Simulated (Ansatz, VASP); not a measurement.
# One calculation of Ta, two programs

INCAR

```
PREC = Accurate
ENCUT = 520
EDIFF = 1E-7
ISMEAR = 0
SIGMA = 0.15
LREAL = False
LASPH = True
NELM = 80
ALGO = Fast
ISIF = 2
LWAVE = False
LCHARG = True
GGA = PS
LELF = True
LVHAR = True
NBANDS = 18
```

Contents of KPOINTS:

```
Automatic mesh
0
Gamma
  18 18 10
```

POSCAR

```
Ta
1.0
    2.9003720726      0.0000000000      0.0000000000
   -1.4501860363      2.5117958953      0.0000000000
    0.0000000000      0.0000000000      5.1662740000
Ta
2
Direct
    0.6218779957      0.2437559913      0.7500000000
    0.3333333333      0.6666666667      0.2500000000
```

Input for Ansatz:

```yaml
crystal:
  lattice:
    - [2.9003720726, 0.0, 0.0]
    - [-1.4501860363, 2.5117958953, 0.0]
    - [0.0, 0.0, 5.166274]
  atoms:
    - { symbol: Ta, position: [0.6218779957, 0.2437559913, 0.75] }
    - { symbol: Ta, position: [0.3333333333, 0.6666666667, 0.25] }
basis:
  ecutwfc: 420
kpoints:
  mp_grid: { grid: [18, 18, 10] }
hamiltonian:
  xc: pbesol
scf:
  occupations: { method: gaussian, width: 0.15 }
output:
  forces: true
  stress: true
  eigenvalues: true
```

Alike in both runs: task single point; functional PBEsol; k mesh 18 × 18 × 10; occupations gaussian, width 0.15 eV; no spin polarisation.

|  | VASP | Ansatz |
| --- | --- | --- |
| version | VASP 6.6.1 | Ansatz 0.2.0 |
| potentials or method | VASP PAW PBE potentials, release 64 (Ta_pv), cutoff 520 eV | scalar-relativistic, plane waves, PAW |
| valence electrons in the cell | 22 | 26 |

Ansatz gave:

* gap on the k mesh at the Fermi level (eV): none
* pressure (GPa): -7.0
* traceless stress, the component that is largest in VASP (GPa): 4.89
* rms of the force components (eV/Å): 0.029

Problem. What did VASP give for the same quantities?

Solution. gap on the k mesh at the Fermi level (eV): none; pressure (GPa): -6.9; traceless stress, the component that is largest in VASP (GPa): 4.87; rms of the force components (eV/Å): 0.030.

VASP's potentials were made for PBE, not for PBEsol. Atom by atom the forces differ by 0.001 eV/Å (rms over components). A gap of «none» marks a metal or a gap that the smearing closes. With one functional, cell and mesh, what is left measures potentials, basis and numerics. VASP's potentials hold 22 valence electrons a cell and Ansatz's 26, so a difference there can come from the potentials and not from the codes.

Spin-orbit coupling is off throughout.
